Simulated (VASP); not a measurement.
# CdO (Fm-3m) in VASP: further runs

CdO is run at these levels: PBE; tasks: single point.

Everything below comes from runs of VASP 6.6.1. Logs are shortened: lines on timing, memory, paths and dates and some standing lists are left out, and cuts for length are marked.

### Step 1. The cell of the first run

It takes space group Fm-3m (No. 225, cubic). Conventional cell: a = 4.617 Å, b = 4.617 Å, c = 4.617 Å, α = 90.00°, β = 90.00°, γ = 90.00°. Within 3.1 Å of Cd (site symmetry m-3m) lie 6 O at 2.31 Å. Within 3.1 Å of O (site symmetry m-3m) lie 6 Cd at 2.31 Å.

### Step 2. Single point, PBE (12.30 Å³/atom)

INCAR

```
SYSTEM = CdO
  ALGO = Normal
  EDIFF = 1E-6
  ENCUT = 600
  GGA = PE
  GGA_COMPAT = .False.
  ISIF = 2
  ISMEAR = -1
  LASPH = .True.
  LCHARG = .True.
  LELF = .True.
  LREAL = .False.
  LVHAR = .True.
  LWAVE = .False.
  NBANDS = 16
  NELM = 120
  PREC = Accurate
  SIGMA = 0.02
```

KPOINTS

```
k-points
0
Gamma
  11 11 11
  0 0 0
```

POSCAR

```
CdO
1.0
    0.0000000000      2.3083431574      2.3083431574
    2.3083431574      0.0000000000      2.3083431574
    2.3083431574      2.3083431574      0.0000000000
Cd O
1 1
Direct
    0.0000000000      0.0000000000      0.0000000000
    0.5000000000      0.5000000000      0.5000000000
```

Potentials or basis: VASP PAW PBE potentials, release 64 (Cd, O).

Command:

```console
$ cat potpaw_PBE.64/Cd/POTCAR potpaw_PBE.64/O/POTCAR > POTCAR
$ mpirun -np 1 vasp_std > vasp.out
```

OUTCAR:

```text
SYSTEM = CdO
   EDIFF = 1E-6
   ENCUT = 600
   GGA = PE
   ISIF = 2
   ISMEAR = -1
   LASPH = .True.
   LREAL = .False.
   NELM = 120
   PREC = Accurate

 ion  position               nearest neighbor table
   1  0.000  0.000  0.000-   2 2.31   2 2.31   2 2.31   2 2.31   2 2.31   2 2.31
   2  0.500  0.500  0.500-   1 2.31   1 2.31   1 2.31   1 2.31   1 2.31   1 2.31

  LATTYP: Found a face centered cubic cell.
 ALAT       =     4.6166863148

  Lattice vectors:

 A1 = (   0.0000000000,   2.3083431574,   2.3083431574)
 A2 = (   2.3083431574,   0.0000000000,   2.3083431574)
 A3 = (   2.3083431574,   2.3083431574,   0.0000000000)

Analysis of symmetry for initial positions (statically):
=====================================================================
 Subroutine PRICEL returns:
 Original cell was already a primitive cell.

 Routine SETGRP: Setting up the symmetry group for a
 face centered cubic supercell.

 Subroutine GETGRP returns: Found 48 space group operations
 (whereof 48 operations were pure point group operations)
 out of a pool of 48 trial point group operations.

The static configuration has the point symmetry O_h .

Analysis of symmetry for dynamics (positions and initial velocities):
=====================================================================
 Subroutine PRICEL returns:
 Original cell was already a primitive cell.

 Routine SETGRP: Setting up the symmetry group for a
 face centered cubic supercell.

 Subroutine GETGRP returns: Found 48 space group operations
 (whereof 48 operations were pure point group operations)
 out of a pool of 48 trial point group operations.

The dynamic configuration has the point symmetry O_h .

 Subroutine INISYM returns: Found 48 space group operations
 (whereof 48 operations are pure point group operations),
 and found     1 'primitive' translations

----------------------------------------------------------------------------------------

                                     Primitive cell

  volume of cell :      24.5998

  direct lattice vectors                    reciprocal lattice vectors
     0.000000000  2.308343157  2.308343157    -0.216605576  0.216605576  0.216605576
     2.308343157  0.000000000  2.308343157     0.216605576 -0.216605576  0.216605576
     2.308343157  2.308343157  0.000000000     0.216605576  0.216605576 -0.216605576

  length of vectors
     3.264490200  3.264490200  3.264490200     0.375171863  0.375171863  0.375171863

  position of ions in fractional coordinates (direct lattice)
     0.000000000  0.000000000  0.000000000
     0.500000000  0.500000000  0.500000000

  ion indices of the primitive-cell ions
   primitive index   ion index
                 1           1
                 2           2

----------------------------------------------------------------------------------------

 KPOINTS: k-points

Automatic generation of k-mesh.
 Grid dimensions read from file:
 generate k-points for:   11   11   11

 Generating k-lattice:

  Cartesian coordinates                     Fractional coordinates (reciprocal lattice)
    -0.019691416  0.019691416  0.019691416     0.090909091  0.000000000  0.000000000
     0.019691416 -0.019691416  0.019691416     0.000000000  0.090909091  0.000000000
     0.019691416  0.019691416 -0.019691416     0.000000000  0.000000000  0.090909091

  Length of vectors
     0.034106533  0.034106533  0.034106533

  Shift w.r.t. Gamma in fractional coordinates (k-lattice)
     0.000000000  0.000000000  0.000000000

 Subroutine IBZKPT returns following result:
 ===========================================

 Found     56 irreducible k-points:

 Following reciprocal coordinates:
            Coordinates               Weight
  0.000000  0.000000  0.000000      1.000000
  0.090909  0.000000  0.000000      8.000000
  0.181818  0.000000  0.000000      8.000000
  0.272727  0.000000  0.000000      8.000000
  0.363636  0.000000  0.000000      8.000000
  0.454545  0.000000  0.000000      8.000000
[... 16 lines left out ...]
 -0.272727  0.181818  0.000000     24.000000
 -0.181818  0.181818  0.000000     12.000000
 [... further k-points ...]
   k-points           NKPTS =     56   k-points in BZ     NKDIM =     56   number of bands    NBANDS=     16
   number of dos      NEDOS =    301   number of ions     NIONS =      2
   total plane-waves  NPLWV =  21952
   dimension x,y,z NGX =    28 NGY =   28 NGZ =   28
   dimension x,y,z NGXF=    56 NGYF=   56 NGZF=   56
   ions per type =               1   1
   NGX,Y,Z   is equivalent  to a cutoff of  14.26, 14.26, 14.26 a.u.
   NGXF,Y,Z  is equivalent  to a cutoff of  28.52, 28.52, 28.52 a.u.
 SYSTEM =  CdO
   PREC   = accura    normal or accurate (medium, high low for compatibility)
   ISTART =      0    job   : 0-new  1-cont  2-samecut
   ICHARG =      2    charge: 1-file 2-atom 10-const
   ISPIN  =      1    spin polarized calculation?
   LNONCOLLINEAR =      F non collinear calculations
   LSORBIT =      F    spin-orbit coupling
   LASPH  =      T    aspherical Exc in radial PAW
   ENCUT  =  600.0 eV  44.10 Ry    6.64 a.u.   6.52  6.52  6.52*2*pi/ulx,y,z
   NELM   =    120;   NELMIN=  2; NELMDL= -5     # of ELM steps
   EDIFF  = 0.1E-05   stopping-criterion for ELM
   LREAL  =      F    real-space projection
   EDIFFG = 0.1E-04   stopping-criterion for IOM
   NSW    =      0    number of steps for IOM
   IBRION =     -1    ionic relax: 0-MD 1-quasi-New 2-CG
   NFREE  =      0    steps in history (QN), initial steepest desc. (CG)
   ISIF   =      2    stress and relaxation
   ISYM   =      2    0-nonsym 1-usesym 2-fastsym
   POTIM  = 0.5000    time-step for ionic-motion
   TEBEG  =    0.0;   TEEND  =   0.0 temperature during run
   PSTRESS=    0.0 pullay stress
   NELECT =      18.0000    total number of electrons
   NUPDOWN=      -1.0000    fix difference up-down
   EMIN   =  10.00;   EMAX   =-10.00  energy-range for DOS
   EFERMI =   0.00;   METHOD = LEGACY
   ISMEAR =    -1;   SIGMA  =   0.02  broadening in eV -4-tet -1-fermi 0-gaus
   EFERMI_NEDOS =   21; number of points for ismear=-14 and -15
   IALGO  =     38    algorithm
   IMIX   =      4    mixing-type and parameters
     AMIX     =   0.40;   BMIX     =  1.00
     AMIX_MAG =   1.60;   BMIX_MAG =  1.00
  volume/ion in A,a.u.               =      12.30        83.00
  Fermi-wavevector in a.u.,A,eV,Ry     =   1.475215  2.787752 29.609802  2.176259
  Thomas-Fermi vector in A             =   2.589891
   LORBIT       =      0    0 simple, 1 ext, 2 COOP (PROOUT), +10 PAW based schemes
   GGA     = PE    functional components
   LHFCALC =     F    Hartree Fock is set to
   AEXX    =    0.0000 exact exchange contribution
   IVDW    =     0    specifies the selected vdW correction
   LEPSILON=     F    determine dielectric tensor
   LRPA    =     F    only Hartree local field effects (RPA)
 non-spin polarized calculation
  energy-cutoff  :      600.00
  volume of cell :       24.60
 maximum number of plane-waves:       869
 NGX is ok and might be reduce to    28
   NGX = 13   NGY = 13   NGZ = 13

 number of electron      18.0000002 magnetization

 Free energy of the ion-electron system (eV)
  ---------------------------------------------------
  ext. energy  EPLUGINS =         0.00000000
  ---------------------------------------------------
  free energy    TOTEN  =        -7.59525643 eV

  energy without entropy =       -7.59510699  energy(sigma->0) =       -7.59518171

 E-fermi :   2.6045     XC(G=0): -12.0009

 val. band max:        2.5367045104   @ k =   0.4545   0.0000   0.0000
 cond. band min:       3.1166477721   @ k =   0.0909   0.0000   0.0000
 fundamental gap:      0.5799432617
 Fermi energy:         2.6044922383

 k-point     1 :       0.0000    0.0000    0.0000
  band No.  band energies     occupation
      1     -15.2208      2.00000
      2      -4.2575      2.00000
      3      -4.2575      2.00000
      4      -4.2575      2.00000
      5      -3.9141      2.00000
      6      -3.9141      2.00000
[... 8 lines left out ...]
     15      21.5226      0.00000
     16      21.5226      0.00000

 k-point     2 :       0.0909    0.0000    0.0000
  band No.  band energies     occupation
      1     -15.1562      2.00000
      2      -4.2988      2.00000
      3      -4.2412      2.00000
      4      -4.2412      2.00000
      5      -3.9848      2.00000
      6      -3.9848      2.00000
[... 8 lines left out ...]
     15      21.6034      0.00000
     16      21.6034      0.00000

 k-point     3 :       0.1818    0.0000    0.0000
  band No.  band energies     occupation
      1     -14.9775      2.00000
      2      -4.4524      2.00000
      3      -4.3425      2.00000
      4      -4.3425      2.00000
      5      -4.0068      2.00000
      6      -4.0068      2.00000
[... 8 lines left out ...]
     15      22.0426      0.00000
     16      22.0426      0.00000

 k-point     4 :       0.2727    0.0000    0.0000
  band No.  band energies     occupation
      1     -14.7298      2.00000
      2      -4.7576      2.00000
      3      -4.5965      2.00000
      4      -4.5965      2.00000
      5      -3.8745      2.00000
      6      -3.8745      2.00000
[... 8 lines left out ...]
     15      22.8371      0.00000
     16      22.8371      0.00000
[... 324 lines left out ...]
 k-point    22 :      -0.3636    0.1818    0.0000
  band No.  band energies     occupation
      1     -14.3690      2.00000
      2      -5.1215      2.00000
      3      -4.8083      2.00000
      4      -4.6191      2.00000
      5      -3.7244      2.00000
      6      -3.5939      2.00000
[... 8 lines left out ...]
     15      23.0247      0.00000
     16      23.7474      0.00000

 k-point    23 :      -0.2727    0.1818    0.0000
  band No.  band energies     occupation
      1     -14.4982      2.00000
      2      -4.9955      2.00000
      3      -4.7769      2.00000
      4      -4.5456      2.00000
      5      -3.8735      2.00000
      6      -3.5876      2.00000
[... 8 lines left out ...]
     15      23.0606      0.00000
     16      23.5585      0.00000

 k-point    24 :      -0.1818    0.1818    0.0000
  band No.  band energies     occupation
      1     -14.6825      2.00000
      2      -4.7664      2.00000
      3      -4.6535      2.00000
      4      -4.4938      2.00000
      5      -4.0081      2.00000
      6      -3.6696      2.00000
[... 8 lines left out ...]
     15      22.1016      0.00000
     16      24.0389      0.00000

 [... further k-points ...]

------------------------ aborting loop because EDIFF is reached ----------------------------------------

  FORCE on cell =-STRESS in cart. coord.  units (eV):
  Direction    XX          YY          ZZ          XY          YZ          ZX
  --------------------------------------------------------------------------------------
  -------------------------------------------------------------------------------------
  Total        2.6156618      2.6156618      2.6156618      0.0000000      0.0000000      0.0000000
  in kB      170.3574259    170.3574259    170.3574259      0.0000000      0.0000000      0.0000000
  external PRESSURE =     170.3574259 kB  Pullay stress =       0.0000000 kB

 VOLUME and BASIS-vectors are now :
 -----------------------------------------------------------------------------
  energy-cutoff  :      600.00
  volume of cell :       24.60
      direct lattice vectors                 reciprocal lattice vectors
     0.000000000  2.308343157  2.308343157    -0.216605576  0.216605576  0.216605576
     2.308343157  0.000000000  2.308343157     0.216605576 -0.216605576  0.216605576
     2.308343157  2.308343157  0.000000000     0.216605576  0.216605576 -0.216605576

 POSITION                                       TOTAL-FORCE (eV/Angst)
 -----------------------------------------------------------------------------------
      0.00000      0.00000      0.00000        -0.000000     -0.000000     -0.000000
      2.30834      2.30834      2.30834         0.000000      0.000000      0.000000
 -----------------------------------------------------------------------------------
    total drift:                                0.000000      0.000000      0.000000

  FREE ENERGIE OF THE ION-ELECTRON SYSTEM (eV)
  ---------------------------------------------------
  free  energy   TOTEN  =        -7.5952564279 eV

  energy  without entropy=       -7.5951069902  energy(sigma->0) =       -7.59518171
```

Wall time 26 s (1 thread of Intel Xeon Platinum 8375C at 2.90GHz (Ice Lake), shared host); peak memory 0.17 GiB.

Results:

| Property | Result |
| --- | --- |
| Free energy | -7.5953 eV |
| Pressure | 17.0 GPa |
| Band gap on the k mesh | zero (bands 9 and 10 overlap by 0.30 eV) |

Levels at points of the mesh, in eV from the Fermi level:
```tsv
k point	band 6	band 7	band 8	band 9	band 10	band 11	band 12	band 13
(0.00, 0.00, 0.00)	-6.52	-1.58	-1.58	-1.58	-0.36	15.02	17.36	17.36
```

Caveat: the cell stands under pressure; semilocal functionals underestimate gaps, so a narrow gap can read as zero.

### Step 3. Single point, PBE (12.62 Å³/atom)

This run uses another cell than the first one, of 12.62 Å³/atom.

INCAR

```
SYSTEM = CdO
PREC = Accurate
ENCUT = 600
EDIFF = 1E-6
ISMEAR = -1
SIGMA = 0.02
LREAL = .False.
LASPH = .True.
NELM = 120
ALGO = Normal
ISIF = 2
LWAVE = .False.
LCHARG = .True.
GGA = PE
LELF = .True.
LVHAR = .True.
NBANDS = 16
GGA_COMPAT = .False.
```

KPOINTS

```
Automatic mesh
0
Gamma
  11 11 11
  0 0 0
```

POSCAR

```
CdO
1.0
    0.0000000000      2.3284167141      2.3284167141
    2.3284167141      0.0000000000      2.3284167141
    2.3284167141      2.3284167141      0.0000000000
Cd O
1 1
Direct
    0.0000000000      0.0000000000      0.0000000000
    0.5000000000      0.5000000000      0.5000000000
```

Potentials or basis: VASP PAW PBE potentials, release 64 (Cd, O).

Command:

```console
$ cat potpaw_PBE.64/Cd/POTCAR potpaw_PBE.64/O/POTCAR > POTCAR
$ mpirun -np 1 vasp_std > vasp.out
```

Wall time 27 s (1 thread of Intel Xeon Platinum 8375C at 2.90GHz (Ice Lake), shared host); peak memory 0.17 GiB.

Results (log left out):

| Item | Value |
| --- | --- |
| Free energy | -7.6551 eV |
| Pressure | 12.0 GPa |
| Band gap on the k mesh | zero (bands 9 and 10 overlap by 0.35 eV) |

Levels at points of the mesh, in eV from the Fermi level:
```csv
k point,band 5,band 6,band 7,band 8,band 9,band 10,band 11,band 12,band 13,band 14
"(0.00, 0.00, 0.00)",-6.48,-6.48,-1.48,-1.48,-1.48,-0.42,14.99,17.18,17.18,17.18
```

Caveat: the cell stands under pressure; semilocal functionals underestimate gaps, so a narrow gap can read as zero.

### Step 4. Single point, PBE (13.27 Å³/atom)

This run uses another cell than the first one, of 13.27 Å³/atom.

INCAR

```
PREC = Accurate ; ENCUT = 600
EDIFF = 1E-6 ; ISMEAR = -1
SIGMA = 0.02 ; LREAL = False
LASPH = True ; NELM = 120
ALGO = Normal ; ISIF = 2
LWAVE = False ; LCHARG = False
GGA = PE ; NBANDS = 16
GGA_COMPAT = False
```

KPOINTS

```
regular mesh
0
Gamma
  11 11 11
```

POSCAR

```
CdO
1.0
    0.0000000000      2.3675570784      2.3675570784
    2.3675570784      0.0000000000      2.3675570784
    2.3675570784      2.3675570784      0.0000000000
Cd O
1 1
Direct
    0.0000000000      0.0000000000      0.0000000000
    0.5000000000      0.5000000000      0.5000000000
```

Command:

```console
$ cat potpaw_PBE.64/Cd/POTCAR potpaw_PBE.64/O/POTCAR > POTCAR
$ mpirun -np 1 vasp_std > vasp.out
```

Wall time 26 s (1 thread of Intel Xeon Platinum 8375C at 2.90GHz (Ice Lake), shared host); peak memory 0.17 GiB.

Results (log left out):

```yaml
Free_energy: -7.7203 eV
Pressure: 3.8 GPa
Band_gap_on_the_k_mesh: zero (bands 9 and 10 overlap by 0.45 eV)
```

Levels at points of the mesh, in eV from the Fermi level:
| k point | band 6 | band 7 | band 8 | band 9 | band 10 | band 11 | band 12 | band 13 |
| --- | --- | --- | --- | --- | --- | --- | --- | --- |
| (0.00, 0.00, 0.00) | -6.42 | -1.29 | -1.29 | -1.29 | -0.52 | 14.91 | 16.83 | 16.83 |

Caveat: the cell stands under pressure; semilocal functionals underestimate gaps, so a narrow gap can read as zero.

### Step 5. The runs side by side

```tsv
cell	gap on the mesh (eV)	pressure (GPa)
a = 3.264 Å, angles 60.0°, 2 atoms	none	17.0
a = 3.293 Å, angles 60.0°, 2 atoms	none	12.0
a = 3.348 Å, angles 60.0°, 2 atoms	none	3.8
```

Alike in all rows: task single point; level PBE; potentials or basis VASP PAW PBE potentials, release 64 (Cd, O); no spin polarisation; k mesh 11 × 11 × 11; cutoff (eV) 600; smearing fermi-dirac 0.02 eV.

Caveats: the cell stands under pressure; semilocal functionals underestimate gaps, so a narrow gap can read as zero.

Absolute energies hang on the potentials; compare differences alone.
